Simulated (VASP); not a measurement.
# Cd (Im-3m) in VASP: notebook

Cd is run at these levels: PBEsol; tasks: single point, relaxation of cell and atoms.

All numbers are computed with VASP 6.6.1; they aren't measurements. Logs are shortened: lines on timing, memory, paths and dates and some standing lists are left out, and cuts for length are marked.

## 1. The cell of the first run

The structure is cubic, space group Im-3m (No. 229). Conventional cell: a = 2.949 Å, b = 2.949 Å, c = 2.949 Å, α = 90.00°, β = 90.00°, γ = 90.00°. Cd (site symmetry m-3m) has 14 Cd at 2.55 to 2.95 Å within 3.4 Å.

This isn't the form of Cd at room conditions, which is hcp.

## 2. Single point, PBEsol, collinear spin, zero start

INCAR

```
  PREC = Accurate
  ENCUT = 520
  EDIFF = 1E-6
  ISMEAR = -1
  SIGMA = 0.1
  LREAL = False
  LASPH = True
  NELM = 150
  ALGO = Normal
  ISIF = 2
  LWAVE = False
  LCHARG = True
  ISPIN = 2
  MAGMOM = 0
  LORBIT = 11
  GGA = PS
  LELF = True
  LVHAR = True
  NBANDS = 16
```

KPOINTS

```
regular mesh
0
Gamma
  15 15 15
```

POSCAR

```
Cd
1.0
   -1.4743594656      1.4743594656      1.4743594656
    1.4743594656     -1.4743594656      1.4743594656
    1.4743594656      1.4743594656     -1.4743594656
Cd
1
Direct
    0.0000000000      0.0000000000      0.0000000000
```

Potentials or basis: VASP PAW PBE potentials, release 64 (Cd).

Run with:

```console
$ cat potpaw_PBE.64/Cd/POTCAR > POTCAR
$ mpirun -np 1 vasp_std > vasp.out
```

OUTCAR:

```text
PREC = Accurate
   ENCUT = 520
   EDIFF = 1E-6
   ISMEAR = -1
   LREAL = False
   LASPH = True
   NELM = 150
   ISIF = 2
   ISPIN = 2
   LORBIT = 11
   GGA = PS

 ion  position               nearest neighbor table
   1  0.000  0.000  0.000-

  LATTYP: Found a body centered cubic cell.
 ALAT       =     2.9487189312

  Lattice vectors:

 A1 = (  -1.4743594656,   1.4743594656,   1.4743594656)
 A2 = (   1.4743594656,  -1.4743594656,   1.4743594656)
 A3 = (   1.4743594656,   1.4743594656,  -1.4743594656)

Analysis of symmetry for initial positions (statically):
=====================================================================
 Subroutine PRICEL returns:
 Original cell was already a primitive cell.

 Routine SETGRP: Setting up the symmetry group for a
 body centered cubic supercell.

 Subroutine GETGRP returns: Found 48 space group operations
 (whereof 48 operations were pure point group operations)
 out of a pool of 48 trial point group operations.

The static configuration has the point symmetry O_h .

Analysis of symmetry for dynamics (positions and initial velocities):
=====================================================================
 Subroutine PRICEL returns:
 Original cell was already a primitive cell.

 Routine SETGRP: Setting up the symmetry group for a
 body centered cubic supercell.

 Subroutine GETGRP returns: Found 48 space group operations
 (whereof 48 operations were pure point group operations)
 out of a pool of 48 trial point group operations.

The dynamic configuration has the point symmetry O_h .

Analysis of structural, dynamic, and magnetic symmetry:
=====================================================================
 Subroutine PRICEL returns:
 Original cell was already a primitive cell.

 Routine SETGRP: Setting up the symmetry group for a
 body centered cubic supercell.

 Subroutine GETGRP returns: Found 48 space group operations
 (whereof 48 operations were pure point group operations)
 out of a pool of 48 trial point group operations.

The overall configuration has the point symmetry O_h .

 Subroutine INISYM returns: Found 48 space group operations
 (whereof 48 operations are pure point group operations),
 and found     1 'primitive' translations

----------------------------------------------------------------------------------------

                                     Primitive cell

  volume of cell :      12.8195

  direct lattice vectors                    reciprocal lattice vectors
    -1.474359466  1.474359466  1.474359466     0.000000000  0.339130322  0.339130322
     1.474359466 -1.474359466  1.474359466     0.339130322  0.000000000  0.339130322
     1.474359466  1.474359466 -1.474359466     0.339130322  0.339130322  0.000000000

  length of vectors
     2.553665503  2.553665503  2.553665503     0.479602700  0.479602700  0.479602700

  position of ions in fractional coordinates (direct lattice)
     0.000000000  0.000000000  0.000000000

  ion indices of the primitive-cell ions
   primitive index   ion index
                 1           1

----------------------------------------------------------------------------------------

 KPOINTS: regular mesh

Automatic generation of k-mesh.
 Grid dimensions read from file:
 generate k-points for:   15   15   15

 Generating k-lattice:

  Cartesian coordinates                     Fractional coordinates (reciprocal lattice)
     0.000000000  0.022608688  0.022608688     0.066666667  0.000000000  0.000000000
     0.022608688  0.000000000  0.022608688     0.000000000  0.066666667  0.000000000
     0.022608688  0.022608688  0.000000000     0.000000000  0.000000000  0.066666667

  Length of vectors
     0.031973513  0.031973513  0.031973513

  Shift w.r.t. Gamma in fractional coordinates (k-lattice)
     0.000000000  0.000000000  0.000000000

 Subroutine IBZKPT returns following result:
 ===========================================

 Found    120 irreducible k-points:

 Following reciprocal coordinates:
            Coordinates               Weight
  0.000000  0.000000  0.000000      1.000000
  0.066667  0.000000  0.000000     12.000000
  0.133333  0.000000  0.000000     12.000000
  0.200000  0.000000  0.000000     12.000000
  0.266667  0.000000  0.000000     12.000000
  0.333333  0.000000  0.000000     12.000000
[... 16 lines left out ...]
  0.333333  0.200000  0.000000     48.000000
  0.400000  0.200000  0.000000     24.000000
 [... further k-points ...]
   k-points           NKPTS =    120   k-points in BZ     NKDIM =    120   number of bands    NBANDS=     16
   number of dos      NEDOS =    301   number of ions     NIONS =      1
   total plane-waves  NPLWV =   8000
   dimension x,y,z NGX =    20 NGY =   20 NGZ =   20
   dimension x,y,z NGXF=    40 NGYF=   40 NGZF=   40
   ions per type =               1
   NGX,Y,Z   is equivalent  to a cutoff of  13.02, 13.02, 13.02 a.u.
   NGXF,Y,Z  is equivalent  to a cutoff of  26.04, 26.04, 26.04 a.u.
 SYSTEM =  unknown system
   PREC   = accura    normal or accurate (medium, high low for compatibility)
   ISTART =      0    job   : 0-new  1-cont  2-samecut
   ICHARG =      2    charge: 1-file 2-atom 10-const
   ISPIN  =      2    spin polarized calculation?
   LNONCOLLINEAR =      F non collinear calculations
   LSORBIT =      F    spin-orbit coupling
   LASPH  =      T    aspherical Exc in radial PAW
   ENCUT  =  520.0 eV  38.22 Ry    6.18 a.u.   4.75  4.75  4.75*2*pi/ulx,y,z
   NELM   =    150;   NELMIN=  2; NELMDL= -5     # of ELM steps
   EDIFF  = 0.1E-05   stopping-criterion for ELM
   LREAL  =      F    real-space projection
   EDIFFG = 0.1E-04   stopping-criterion for IOM
   NSW    =      0    number of steps for IOM
   IBRION =     -1    ionic relax: 0-MD 1-quasi-New 2-CG
   NFREE  =      0    steps in history (QN), initial steepest desc. (CG)
   ISIF   =      2    stress and relaxation
   ISYM   =      2    0-nonsym 1-usesym 2-fastsym
   POTIM  = 0.5000    time-step for ionic-motion
   TEBEG  =    0.0;   TEEND  =   0.0 temperature during run
   PSTRESS=    0.0 pullay stress
   NELECT =      12.0000    total number of electrons
   NUPDOWN=      -1.0000    fix difference up-down
   EMIN   =  10.00;   EMAX   =-10.00  energy-range for DOS
   EFERMI =   0.00;   METHOD = LEGACY
   ISMEAR =    -1;   SIGMA  =   0.10  broadening in eV -4-tet -1-fermi 0-gaus
   EFERMI_NEDOS =   21; number of points for ismear=-14 and -15
   IALGO  =     38    algorithm
   IMIX   =      4    mixing-type and parameters
     AMIX     =   0.40;   BMIX     =  1.00
     AMIX_MAG =   1.60;   BMIX_MAG =  1.00
  volume/ion in A,a.u.               =      12.82        86.51
  Fermi-wavevector in a.u.,A,eV,Ry     =   1.601444  3.026291 34.893830  2.564624
  Thomas-Fermi vector in A             =   2.698422
   LORBIT       =     11    0 simple, 1 ext, 2 COOP (PROOUT), +10 PAW based schemes
   GGA     = PS    functional components
   LHFCALC =     F    Hartree Fock is set to
   AEXX    =    0.0000 exact exchange contribution
   IVDW    =     0    specifies the selected vdW correction
   LEPSILON=     F    determine dielectric tensor
   LRPA    =     F    only Hartree local field effects (RPA)
 spin polarized calculation
  energy-cutoff  :      520.00
  volume of cell :       12.82
 maximum number of plane-waves:       370
   NGX =  9   NGY =  9   NGZ =  9

 number of electron      11.9999999 magnetization       0.0000009

 number of electron      11.9999999 magnetization      -0.0000004

 Free energy of the ion-electron system (eV)
  ---------------------------------------------------
  ext. energy  EPLUGINS =         0.00000000
  ---------------------------------------------------
  free energy    TOTEN  =         0.71582814 eV

  energy without entropy =        0.72502634  energy(sigma->0) =        0.72042724

 E-fermi :   9.1549     XC(G=0): -14.2952

 val. band max:        9.0846764623   @ k =   0.4000   0.1333   0.0667
 cond. band min:       9.1761496911   @ k =  -0.4000  -0.4667   0.2667
 fundamental gap:      0.0914732288
 Fermi energy:         9.1549202486

 spin component 1

 k-point     1 :       0.0000    0.0000    0.0000
  band No.  band energies     occupation
      1      -5.9768      1.00000
      2      -3.7546      1.00000
      3      -3.7546      1.00000
      4      -3.7546      1.00000
      5      -1.9723      1.00000
      6      -1.9723      1.00000
[... 8 lines left out ...]
     15      36.8412      0.00000
     16      36.8412      0.00000

 k-point     2 :       0.0667    0.0000    0.0000
  band No.  band energies     occupation
      1      -5.7963      1.00000
      2      -3.8013      1.00000
      3      -3.7429      1.00000
      4      -3.6416      1.00000
      5      -2.0237      1.00000
      6      -1.9688      1.00000
[... 8 lines left out ...]
     15      37.0710      0.00000
     16      38.2615      0.00000

 k-point     3 :       0.1333    0.0000    0.0000
  band No.  band energies     occupation
      1      -5.3165      1.00000
      2      -3.9318      1.00000
      3      -3.6718      1.00000
      4      -3.3142      1.00000
      5      -2.1377      1.00000
      6      -1.9573      1.00000
[... 8 lines left out ...]
     15      38.7217      0.00000
     16      40.3336      0.00000
[... 362 lines left out ...]
 k-point    23 :       0.3333    0.2000    0.0000
  band No.  band energies     occupation
      1      -4.8984      1.00000
      2      -4.3496      1.00000
      3      -2.7495      1.00000
      4      -2.0946      1.00000
      5      -1.4951      1.00000
      6       4.6760      1.00000
[... 8 lines left out ...]
     15      45.2213      0.00000
     16      48.8106      0.00000

 k-point    24 :       0.4000    0.2000    0.0000
  band No.  band energies     occupation
      1      -4.9409      1.00000
      2      -4.3815      1.00000
      3      -2.7010      1.00000
      4      -2.0478      1.00000
      5      -1.4325      1.00000
      6       6.0276      1.00000
[... 8 lines left out ...]
     15      45.9505      0.00000
     16      48.7522      0.00000

 [... further k-points ...]

 spin component 2

 k-point     1 :       0.0000    0.0000    0.0000
  band No.  band energies     occupation
      1      -5.9768      1.00000
      2      -3.7546      1.00000
      3      -3.7546      1.00000
      4      -3.7546      1.00000
      5      -1.9723      1.00000
      6      -1.9723      1.00000
[... 8 lines left out ...]
     15      36.8412      0.00000
     16      36.8412      0.00000

 k-point     2 :       0.0667    0.0000    0.0000
  band No.  band energies     occupation
      1      -5.7963      1.00000
      2      -3.8013      1.00000
      3      -3.7429      1.00000
      4      -3.6416      1.00000
      5      -2.0237      1.00000
      6      -1.9688      1.00000
[... 8 lines left out ...]
     15      37.0710      0.00000
     16      38.2615      0.00000

 k-point     3 :       0.1333    0.0000    0.0000
  band No.  band energies     occupation
      1      -5.3165      1.00000
      2      -3.9318      1.00000
      3      -3.6718      1.00000
      4      -3.3142      1.00000
      5      -2.1377      1.00000
      6      -1.9573      1.00000
[... 8 lines left out ...]
     15      38.7217      0.00000
     16      40.3336      0.00000
[... 362 lines left out ...]
 k-point    23 :       0.3333    0.2000    0.0000
  band No.  band energies     occupation
      1      -4.8984      1.00000
      2      -4.3496      1.00000
      3      -2.7495      1.00000
      4      -2.0946      1.00000
      5      -1.4951      1.00000
      6       4.6760      1.00000
[... 8 lines left out ...]
     15      45.2213      0.00000
     16      48.8106      0.00000

 k-point    24 :       0.4000    0.2000    0.0000
  band No.  band energies     occupation
      1      -4.9409      1.00000
      2      -4.3815      1.00000
      3      -2.7010      1.00000
      4      -2.0478      1.00000
      5      -1.4325      1.00000
      6       6.0276      1.00000
[... 8 lines left out ...]
     15      45.9505      0.00000
     16      48.7522      0.00000

 [... further k-points ...]

------------------------ aborting loop because EDIFF is reached ----------------------------------------

  FORCE on cell =-STRESS in cart. coord.  units (eV):
  Direction    XX          YY          ZZ          XY          YZ          ZX
  --------------------------------------------------------------------------------------
  -------------------------------------------------------------------------------------
  Total        9.5732355      9.5732355      9.5732355      0.0000000      0.0000000      0.0000000
  in kB     1196.4627586   1196.4627586   1196.4627586      0.0000000      0.0000000      0.0000000
  external PRESSURE =    1196.4627586 kB  Pullay stress =       0.0000000 kB

 VOLUME and BASIS-vectors are now :
 -----------------------------------------------------------------------------
  energy-cutoff  :      520.00
  volume of cell :       12.82
      direct lattice vectors                 reciprocal lattice vectors
    -1.474359466  1.474359466  1.474359466     0.000000000  0.339130322  0.339130322
     1.474359466 -1.474359466  1.474359466     0.339130322  0.000000000  0.339130322
     1.474359466  1.474359466 -1.474359466     0.339130322  0.339130322  0.000000000

 POSITION                                       TOTAL-FORCE (eV/Angst)
 -----------------------------------------------------------------------------------
      0.00000      0.00000      0.00000        -0.000000      0.000000      0.000000
 -----------------------------------------------------------------------------------
    total drift:                               -0.000000     -0.000000      0.000000

  FREE ENERGIE OF THE ION-ELECTRON SYSTEM (eV)
  ---------------------------------------------------
  free  energy   TOTEN  =         0.7158281378 eV

  energy  without entropy=        0.7250263393  energy(sigma->0) =        0.72042724

 total charge

# of ion       s       p       d       tot
------------------------------------------
    1        0.603   0.739   9.562  10.904

 magnetization (x)

# of ion       s       p       d       tot
------------------------------------------
    1        0.000   0.000   0.000   0.000
```

Wall time 18 s (1 thread of AMD EPYC 9R45 (Zen 5), shared host); peak memory 0.12 GiB.

What came out:

```yaml
Free_energy: 0.7158 eV
Pressure: 119.6 GPa
Band_gap_on_the_k_mesh: zero (filled and empty bands overlap)
Net_moment: 0.00 μB per cell
Valence_electrons_inside_the_program's_atomic_spheres: Cd 10.90
```

Levels at points of the mesh, in eV from the Fermi level:
Spin up:
```tsv
k point	band 2	band 3	band 4	band 5	band 6	band 7	band 8	band 9	band 10	band 11
(0.00, 0.00, 0.00)	-12.91	-12.91	-12.91	-11.13	-11.13	16.55	16.55	16.55	23.28	23.28
```
Spin down:
```csv
k point,band 3,band 4,band 5,band 6,band 7,band 8,band 9,band 10
"(0.00, 0.00, 0.00)",-12.91,-12.91,-11.13,-11.13,16.55,16.55,16.55,23.28
```

Caveat: the cell stands under pressure; the PAW data sets were made with another functional, which shifts forces and pressure a little.

(Part 1 of 2 ends here.)
